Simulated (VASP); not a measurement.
**PbS: single point with PBE**

The system is PbS.

```xyz
2
Lattice="0.0000 2.9657 2.9657 2.9657 0.0000 2.9657 2.9657 2.9657 0.0000" Properties=species:S:1:pos:R:3 pbc="T T T"
Pb    0.0000    0.0000    0.0000
S     2.9657    2.9657    2.9657
```

```yaml
Program: VASP 6.6.1
Task: single point
Functional: PBE
Potentials_or_basis: VASP PAW PBE potentials, release 64 (Pb_d, S)
Cutoff: 520 eV
k_mesh: 8 × 8 × 8
Occupations: gaussian, width 0.019 eV
Spin: no spin polarisation
Dipole_correction: no
Further_INCAR_settings: ALGO = Normal; EDIFF = 1e-06; NBANDS = 17
```

```yaml
Pressure: 2.1 GPa
Band_gap_on_the_k_mesh: 0.36 eV
```

Levels at points of the mesh, in eV from the valence-band top:
| k point | band 7 | band 8 | band 9 | band 10 | band 11 | band 12 | band 13 | band 14 |
| --- | --- | --- | --- | --- | --- | --- | --- | --- |
| (0.00, 0.00, 0.00) | -6.04 | -2.17 | -2.17 | -2.17 | 5.21 | 5.21 | 5.21 | 6.73 |
| (0.50, 0.00, 0.00) | -8.85 | -1.78 | -1.78 | 0.00 | 0.36 | 1.96 | 1.96 | 8.66 |
| (0.50, 0.50, 0.00) | -7.20 | -5.20 | -3.44 | -3.44 | 3.86 | 5.58 | 5.68 | 5.68 |

Wall time 11 s on 1 thread of AMD EPYC 9R45 96-Core Processor (Zen 5), on a shared host, peak memory 0.16 GiB.

Caveat: spin-orbit coupling is left out, which moves the levels of the heavy elements. A k mesh can miss the band edges.
